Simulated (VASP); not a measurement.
A run of VASP 6.6.1:

File POSCAR:

```
In
1.0
    3.0083697651      0.0000000000      0.0000000000
   -1.5041848825      2.6053246405      0.0000000000
    0.0000000000      0.0000000000      4.6544199116
In
2
Direct
    0.3333333333      0.6666666667      0.2500000000
    0.6666666667      0.3333333333      0.7500000000
```

File INCAR.step1:

```
SYSTEM = In
ALGO = Normal
EDIFF = 1E-4
ENCUT = 520
GGA = PE
ISMEAR = 0
LASPH = .TRUE.
LCHARG = .FALSE.
LREAL = .FALSE.
LWAVE = .TRUE.
NBANDS = 20
NELM = 100
PREC = Accurate
SIGMA = 0.1
```

Contents of INCAR.step2:

```
SYSTEM = In
ALGO = Normal
EDIFF = 1E-7
ENCUT = 520
ISIF = 2
ISMEAR = 0
ISTART = 1
LASPH = .TRUE.
LCHARG = .TRUE.
LELF = .TRUE.
LMIXTAU = .TRUE.
LREAL = .FALSE.
LVHAR = .TRUE.
LWAVE = .FALSE.
METAGGA = R2SCAN
NBANDS = 20
NELM = 100
PREC = Accurate
SIGMA = 0.1
```

The input KPOINTS:

```
k-points
0
G
  6 6 4
  0 0 0
```

Potentials or basis: VASP PAW PBE potentials, release 64 (In_d).

Command:

```bash
$ cat potpaw_PBE.64/In_d/POTCAR > POTCAR
$ cp INCAR.step1 INCAR
$ mpirun -np 1 vasp_std > vasp.out
$ cp INCAR.step2 INCAR
$ mpirun -np 1 vasp_std > vasp.out
```

Hardware: 1 thread of Intel Xeon 6975P-C, with other jobs on the host.

Problem. How long does it take, and how much memory?

Solution. Run time: 55 s on 1 thread of Intel Xeon 6975P-C, with other jobs on the host, peak memory 0.16 GiB. Counts: k points 21.
